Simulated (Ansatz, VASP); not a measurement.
**One calculation of Pd, two programs**

Contents of INCAR:

```
ALGO = Normal
EDIFF = 1E-6
EDIFFG = -0.05
ENCUT = 600
GGA = PE
IBRION = 2
ISIF = 3
ISMEAR = 0
LASPH = True
LCHARG = False
LREAL = False
LWAVE = False
NELM = 100
NSW = 80
PREC = Accurate
SIGMA = 0.1
```

The input KPOINTS:

```
k-points
0
Gamma
  10 10 10
```

POSCAR

```
Pd
1.0
    0.0000000000      1.8873986396      1.8873986396
    1.8873986396      0.0000000000      1.8873986396
    1.8873986396      1.8873986396      0.0000000000
Pd
1
Direct
    0.0000000000      0.0000000000      0.0000000000
```

Input for Ansatz:

```yaml
crystal:
  lattice:
    - [0.0, 1.8873986396, 1.8873986396]
    - [1.8873986396, 0.0, 1.8873986396]
    - [1.8873986396, 1.8873986396, 0.0]
  atoms:
    - { symbol: Pd, position: [0.0, 0.0, 0.0] }
basis:
  ecutwfc: 420
kpoints:
  mp_grid: { grid: [10, 10, 10] }
hamiltonian:
  xc: pbe
scf:
  occupations: { method: gaussian, width: 0.1 }
output:
  forces: true
  stress: true
  eigenvalues: true
relax:
  adjacent_minimum: "off"
  f_tol: 0.05
  max_steps: 60
  cell: { stress_tol: 0.5 }
```

Alike in both runs: task relaxation of cell and atoms; functional PBE; k mesh 10 × 10 × 10; occupations gaussian, width 0.1 eV; no spin polarisation.

```csv
,VASP,Ansatz
version,VASP 6.6.1,Ansatz 0.2.0
potentials or method,"VASP PAW PBE potentials, release 64 (Pd), cutoff 600 eV","scalar-relativistic, plane waves, PAW"
valence electrons in the cell,10,18
```

|  | VASP | Ansatz | Ansatz less VASP |
| --- | --- | --- | --- |
| gap on the k mesh at the Fermi level, each at its own relaxed structure (eV) | none | none | - |
| relaxed volume (Å³/atom) | 15.30 | 15.30 | -0.003 |
| relaxed cell length with the largest relative difference (Å) | 2.787 | 2.787 | -0.0002 |

A gap of «none» marks a metal or a gap that the smearing closes. VASP's potentials hold 10 valence electrons a cell and Ansatz's 18, so a difference there can come from the potentials and not from the codes.
